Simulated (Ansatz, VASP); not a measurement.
# One calculation of NbP, two programs

```
Nb P
1.0
    -1.67352    1.67352    5.71398
     1.67352   -1.67352    5.71398
     1.67352    1.67352   -5.71398
Nb P
2 2
Direct
  0.75003 0.75003 0.00000
  0.50003 0.00003 0.50000
  0.33259 0.33259 0.00000
  0.08259 0.58259 0.50000
```

Alike in both runs: task single point; functional PBE; k mesh 18 × 18 × 18; occupations gaussian, width 0.1 eV; no spin polarisation.

|  | VASP | Ansatz |
| --- | --- | --- |
| version | VASP 6.6.1 | Ansatz 0.2.0 |
| potentials or method | VASP PAW PBE potentials, release 64 (Nb_sv, P), cutoff 520 eV | scalar-relativistic, plane waves, PAW |
| valence electrons in the cell | 36 | 36 |

```tsv
	VASP	Ansatz	Ansatz less VASP
gap on the k mesh at the Fermi level (eV)	none	none	-
pressure (GPa)	-0.4	0.0	+0.39
```

A gap of «none» marks a metal or a gap that the smearing closes.
